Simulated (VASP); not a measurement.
# HfN (F-43m) in VASP: further runs, part 2 of 2

VASP 6.6.1. The steps go on from the part before.

## Step 4: Single point, PBEsol

This run uses another cell than the first one, of 14.79 Å³/atom, 1.064 times its volume.

INCAR reads:

```
ALGO     = Normal         # electronic algorithm
EDIFF    = 1E-6           # SCF threshold, eV
ENCUT    = 520            # plane-wave cutoff, eV
GGA      = PS             # functional
ISIF     = 2              # what is computed and relaxed
ISMEAR   = 1              # smearing method
LASPH    = True           # aspherical terms in the spheres
LCHARG   = False          # write CHGCAR
LREAL    = False          # projectors in reciprocal space
LWAVE    = False          # write WAVECAR
NBANDS   = 14             # bands
NELM     = 60             # most SCF steps
PREC     = Accurate       # precision mode
SIGMA    = 0.02           # smearing width, eV
```

KPOINTS reads:

```
k-points
0
Gamma
  10 10 10
```

POSCAR reads:

```
HfN
1.0
    0.0000000000      2.4548220000      2.4548220000
    2.4548220000      0.0000000000      2.4548220000
    2.4548220000      2.4548220000      0.0000000000
Hf N
1 1
Direct
    0.0000000000      0.0000000000      0.0000000000
    0.7500000000      0.7500000000      0.7500000000
```

The run is started by

```
cat potpaw_PBE.64/Hf_pv/POTCAR potpaw_PBE.64/N/POTCAR > POTCAR
mpirun -np 1 vasp_std > vasp.out
```

Wall time 12 s (1 thread of Intel Xeon Platinum 8488C (Sapphire Rapids), shared host); peak memory 0.17 GiB.

The run converged. Its results:

- Free energy: -22.2539 eV
- Pressure: -5.9 GPa

Levels at points of the mesh, in eV from the Fermi level:
| k point | band 5 | band 6 | band 7 | band 8 | band 9 | band 10 | band 11 | band 12 |
| --- | --- | --- | --- | --- | --- | --- | --- | --- |
| (0.00, 0.00, 0.00) | -5.43 | -5.43 | -5.43 | -0.70 | 2.23 | 2.23 | 6.61 | 6.61 |
| (0.50, 0.00, 0.00) | -5.70 | -4.84 | -4.84 | 1.57 | 2.72 | 2.72 | 4.20 | 5.28 |
| (0.50, 0.50, 0.00) | -6.90 | -3.57 | -3.57 | -1.11 | 2.17 | 4.03 | 4.67 | 4.67 |

Caveat: the PAW data sets were made with another functional, which shifts forces and pressure a little; spin-orbit coupling is left out, which moves the levels of the heavy elements.

## Step 5: Single point, PBEsol

This run uses another cell than the first one, of 15.24 Å³/atom, 1.096 times its volume.

INCAR reads:

```
SYSTEM = HfN
PREC = Accurate ; ENCUT = 520
EDIFF = 1E-7 ; ISMEAR = 1
SIGMA = 0.02 ; LREAL = .False.
LASPH = .True. ; NELM = 60
ALGO = Normal ; ISIF = 2
LWAVE = .False. ; LCHARG = .False.
GGA = PS ; NBANDS = 14
```

KPOINTS reads:

```
regular mesh
0
Gamma
  10 10 10
  0 0 0
```

POSCAR reads:

```
HfN
1.0
    0.0000000000      2.4791287491      2.4791287491
    2.4791287491      0.0000000000      2.4791287491
    2.4791287491      2.4791287491      0.0000000000
Hf N
1 1
Direct
    0.0000000000      0.0000000000      0.0000000000
    0.7500000000      0.7500000000      0.7500000000
```

The run is started by

```
cat potpaw_PBE.64/Hf_pv/POTCAR potpaw_PBE.64/N/POTCAR > POTCAR
mpirun -np 1 vasp_std > vasp.out
```

It took 13 s on 1 thread of Intel Xeon Platinum 8488C (Sapphire Rapids), shared host; peak memory 0.17 GiB.

The run converged. Its results:

| Property | Result |
| --- | --- |
| Free energy | -22.2076 eV |
| Pressure | -11.0 GPa |

Levels at points of the mesh, in eV from the Fermi level:
| k point | band 4 | band 5 | band 6 | band 7 | band 8 | band 9 | band 10 | band 11 | band 12 | band 13 |
| --- | --- | --- | --- | --- | --- | --- | --- | --- | --- | --- |
| (0.00, 0.00, 0.00) | -15.94 | -5.30 | -5.30 | -5.30 | -0.79 | 2.14 | 2.14 | 6.40 | 6.40 | 6.40 |
| (0.50, 0.00, 0.00) | -14.90 | -5.65 | -4.74 | -4.74 | 1.50 | 2.62 | 2.62 | 4.07 | 5.08 | 5.08 |
| (0.50, 0.50, 0.00) | -14.55 | -6.75 | -3.55 | -3.55 | -1.11 | 2.07 | 3.86 | 4.49 | 4.49 | 9.72 |

Caveat: the PAW data sets were made with another functional, which shifts forces and pressure a little; spin-orbit coupling is left out, which moves the levels of the heavy elements.

## Step 6: Single point, PBEsol

This run uses another cell than the first one, of 15.68 Å³/atom, 1.128 times its volume.

INCAR reads:

```
SYSTEM = HfN
PREC = Accurate ; ENCUT = 520
EDIFF = 1E-7 ; ISMEAR = 1
SIGMA = 0.02 ; LREAL = .FALSE.
LASPH = .TRUE. ; NELM = 80
ALGO = Normal ; ISIF = 2
LWAVE = .FALSE. ; LCHARG = .FALSE.
GGA = PS ; NBANDS = 14
```

KPOINTS reads:

```
Automatic mesh
0
G
  10 10 10
  0 0 0
```

POSCAR reads:

```
HfN
1.0
    0.0000000000      2.5029679880      2.5029679880
    2.5029679880      0.0000000000      2.5029679880
    2.5029679880      2.5029679880      0.0000000000
Hf N
1 1
Direct
    0.0000000000      0.0000000000      0.0000000000
    0.7500000000      0.7500000000      0.7500000000
```

Potentials or basis: VASP PAW PBE potentials, release 64 (Hf_pv, N).

The run is started by

```
cat potpaw_PBE.64/Hf_pv/POTCAR potpaw_PBE.64/N/POTCAR > POTCAR
mpirun -np 1 vasp_std > vasp.out
```

OUTCAR:

```text
SYSTEM = HfN
   PREC = Accurate
   ENCUT = 520
   EDIFF = 1E-7
   ISMEAR = 1
   LREAL = .FALSE.
   LASPH = .TRUE.
   NELM = 80
   ISIF = 2
   GGA = PS

 ion  position               nearest neighbor table
   1  0.000  0.000  0.000-   2 2.17   2 2.17   2 2.17   2 2.17
   2  0.750  0.750  0.750-   1 2.17   1 2.17   1 2.17   1 2.17

  LATTYP: Found a face centered cubic cell.
 ALAT       =     5.0059359760

  Lattice vectors:

 A1 = (   0.0000000000,   2.5029679880,   2.5029679880)
 A2 = (   2.5029679880,   0.0000000000,   2.5029679880)
 A3 = (   2.5029679880,   2.5029679880,   0.0000000000)

Analysis of symmetry for initial positions (statically):
=====================================================================
 Subroutine PRICEL returns:
 Original cell was already a primitive cell.

 Routine SETGRP: Setting up the symmetry group for a
 face centered cubic supercell.

 Subroutine GETGRP returns: Found 24 space group operations
 (whereof 24 operations were pure point group operations)
 out of a pool of 48 trial point group operations.

The static configuration has the point symmetry T_d .

Analysis of symmetry for dynamics (positions and initial velocities):
[... 177 lines left out ...]
      9       7.2268      0.00000
     10       7.2268      0.00000
     11      11.3706      0.00000
     12      11.3706      0.00000
     13      11.3706      0.00000
     14      17.1988      0.00000
[... 377 lines left out ...]
      1     -26.4022      2.00000
      2     -26.2131      2.00000
      3     -26.2018      2.00000
      4      -9.5577      2.00000
      5      -1.2810      2.00000
      6       1.0835      2.00000
      7       1.1534      2.00000
      8       4.4362      2.00000
      9       7.7166      0.00000
     10       8.3977      0.00000
     11      10.2173      0.00000
     12      10.5852      0.00000
     13      11.4135      0.00000
     14      15.7256      0.00000

 [... further k-points ...]

------------------------ aborting loop because EDIFF is reached ----------------------------------------

  FORCE on cell =-STRESS in cart. coord.  units (eV):
  Direction    XX          YY          ZZ          XY          YZ          ZX
  --------------------------------------------------------------------------------------
  -------------------------------------------------------------------------------------
  Total       -3.0091602     -3.0091602     -3.0091602      0.0000000      0.0000000      0.0000000
  in kB     -153.7304880   -153.7304880   -153.7304880      0.0000000      0.0000000      0.0000000
  external PRESSURE =    -153.7304880 kB  Pullay stress =       0.0000000 kB

 VOLUME and BASIS-vectors are now :
 -----------------------------------------------------------------------------
  energy-cutoff  :      520.00
  volume of cell :       31.36
      direct lattice vectors                 reciprocal lattice vectors
     0.000000000  2.502967988  2.502967988    -0.199762843  0.199762843  0.199762843
     2.502967988  0.000000000  2.502967988     0.199762843 -0.199762843  0.199762843
     2.502967988  2.502967988  0.000000000     0.199762843  0.199762843 -0.199762843

 POSITION                                       TOTAL-FORCE (eV/Angst)
 -----------------------------------------------------------------------------------
      0.00000      0.00000      0.00000         0.000000      0.000000      0.000000
      3.75445      3.75445      3.75445        -0.000000     -0.000000     -0.000000
 -----------------------------------------------------------------------------------
    total drift:                                0.000000      0.000000      0.000000

  FREE ENERGIE OF THE ION-ELECTRON SYSTEM (eV)
  ---------------------------------------------------
  free  energy   TOTEN  =       -22.1347801668 eV

  energy  without entropy=      -22.1346489938  energy(sigma->0) =      -22.13473644
```

OSZICAR:

```text
N       E                     dE             d eps       ncg     rms          rms(c)
DAV:   1     0.389513870369E+02    0.38951E+02   -0.75425E+03  1316   0.963E+02
DAV:   2    -0.229069344747E+02   -0.61858E+02   -0.58258E+02  1784   0.228E+02
DAV:   3    -0.254791753649E+02   -0.25722E+01   -0.25634E+01  1520   0.382E+01
DAV:   4    -0.254945223957E+02   -0.15347E-01   -0.15346E-01  1520   0.353E+00
DAV:   5    -0.254946904138E+02   -0.16802E-03   -0.16802E-03  1562   0.328E-01    0.491E+01
DAV:   6    -0.223324368680E+02    0.31623E+01   -0.12438E+01  1424   0.233E+01    0.365E+01
DAV:   7    -0.221681584474E+02    0.16428E+00   -0.75399E-01  1382   0.747E+00    0.239E+01
DAV:   8    -0.221466118388E+02    0.21547E-01   -0.16217E-01  1544   0.340E+00    0.694E+00
DAV:   9    -0.221349701265E+02    0.11642E-01   -0.31467E-02  1460   0.131E+00    0.168E+00
DAV:  10    -0.221348184173E+02    0.15171E-03   -0.17353E-03  1646   0.365E-01    0.273E-01
DAV:  11    -0.221347822086E+02    0.36209E-04   -0.12382E-04  1460   0.997E-02    0.815E-02
DAV:  12    -0.221347803228E+02    0.18858E-05   -0.19304E-05  1766   0.336E-02    0.224E-02
DAV:  13    -0.221347801940E+02    0.12884E-06   -0.97574E-07  1424   0.907E-03    0.952E-03
DAV:  14    -0.221347801668E+02    0.27163E-07   -0.65836E-08   970   0.227E-03
   1 F= -.22134780E+02 E0= -.22134736E+02  d E =-.131173E-03
```

stdout:

```text
POSCAR found type information on POSCAR HfN
 POSCAR found :  2 types and       2 ions
 scaLAPACK will be used
 -----------------------------------------------------------------------------
|                                                                             |
|                                                                             |
|     You enforced a specific xc type in the INCAR file but a different       |
|     I HOPE YOU KNOW WHAT YOU ARE DOING!                                     |
|                                                                             |
 -----------------------------------------------------------------------------

 LDA part: xc-table for (Slater+PW92), standard interpolation
 POSCAR, INCAR and KPOINTS ok, starting setup
 FFT: planning ... GRIDC
 FFT: planning ... GRID_SOFT
 FFT: planning ... GRID
 WAVECAR not read
 entering main loop
```

Wall time 13 s (1 thread of Intel Xeon Platinum 8488C (Sapphire Rapids), shared host); peak memory 0.17 GiB.

Results:

```
Free energy : -22.1348 eV
Pressure    : -15.4 GPa
```

Caveat: the PAW data sets were made with another functional, which shifts forces and pressure a little; spin-orbit coupling is left out, which moves the levels of the heavy elements.

## Step 7: The runs side by side

| cell | gap on the mesh (eV) | pressure (GPa) |
| --- | --- | --- |
| a = 3.401 Å, angles 60.0°, 2 atoms | none | 6.9 |
| a = 3.437 Å, angles 60.0°, 2 atoms | none | 0.0 |
| a = 3.472 Å, angles 60.0°, 2 atoms | none | -5.9 |
| a = 3.506 Å, angles 60.0°, 2 atoms | none | -11.0 |
| a = 3.540 Å, angles 60.0°, 2 atoms | none | -15.4 |

Alike in all rows: task single point; level PBEsol; potentials or basis VASP PAW PBE potentials, release 64 (Hf_pv, N); no spin polarisation; k mesh 10 × 10 × 10; cutoff (eV) 520; smearing methfessel-paxton 0.02 eV.

Caveats: the PAW data sets were made with another functional, which shifts forces and pressure a little; spin-orbit coupling is left out, which moves the levels of the heavy elements.

Total energies depend on the potentials used, so only differences within one code and one set of settings carry meaning.
